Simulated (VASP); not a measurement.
The system is Ta.

```
Ta
1.0
    -1.65493    1.65493    1.65493
     1.65493   -1.65493    1.65493
     1.65493    1.65493   -1.65493
Ta
1
Direct
  0.00000 0.00000 0.00000
```

| Item | Value |
| --- | --- |
| Program | VASP 6.6.1 |
| Task | relaxation of cell and atoms |
| Functional | PBEsol |
| Potentials or basis | VASP PAW PBE potentials, release 64 (Ta_pv) |
| Cutoff | 600 eV |
| k mesh | 14 × 14 × 14 |
| Occupations | gaussian, width 0.1 eV |
| Spin | no spin polarisation |

At the start: pressure -4.9 GPa; volume 18.13 Å³/atom.

Q: How do energy, volume and symmetry change on relaxing?

A: Over 4 steps the energy falls by 6.7 meV/atom and the volume is 17.70 Å³/atom (-2.4 %); space group Im-3m (No. 229, to 0.05 Å).

The path:
```
step  energy change (eV)  largest force (eV/Å)  pressure (GPa)  volume (Å³)
   1              0.0000                0.0000           -4.94        18.13
   2              0.0348                0.0000           13.88        16.70
   3             -0.0067                0.0000           -0.11        17.71
   4             -0.0067                0.0000           -0.01        17.70
```

Final structure:
```
Ta
1.0
    -1.64182    1.64182    1.64182
     1.64182   -1.64182    1.64182
     1.64182    1.64182   -1.64182
Ta
1
Direct
  0.00000 0.00000 0.00000
```

Caveat: the PAW data sets were made with another functional, which shifts forces and pressure a little.
